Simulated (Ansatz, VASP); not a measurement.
# ZnS in VASP and in Ansatz

```
Zn S
1.0
     3.66590    0.00000    0.00000
     0.00000    3.66590    0.00000
     0.00000    0.00000    6.04858
Zn S
2 2
Direct
  0.50000 0.50000 0.25000
  0.50000 0.50000 0.75000
  0.00000 0.50000 0.00000
  0.50000 0.00000 0.50000
```

Change from the starting cell: ordered vacancies on the cation sites of antifluorite (P4_2/mmc, No. 131).

Alike in both runs: functional PBE; k mesh 12 × 12 × 8; occupations gaussian, width 0.1 eV; no spin polarisation.

Ansatz relaxed the structure, and its values are those at the end. VASP's run is a single point on that final structure, the one shown.

|  | VASP | Ansatz |
| --- | --- | --- |
| version | VASP 6.6.1 | Ansatz 0.2.0 |
| potentials or method | VASP PAW PBE potentials, release 64 (Zn, S), cutoff 520 eV | scalar-relativistic, plane waves, PAW |
| valence electrons in the cell | 36 | 36 |

VASP gave:

| Property | Result |
| --- | --- |
| gap on the k mesh at the Fermi level (eV) | none |
| pressure (GPa) | 0.1 |

Problem. Which values does Ansatz return?

Solution. gap on the k mesh at the Fermi level (eV): none; pressure (GPa): 0.0.

A gap of «none» marks a metal or a gap that the smearing closes.
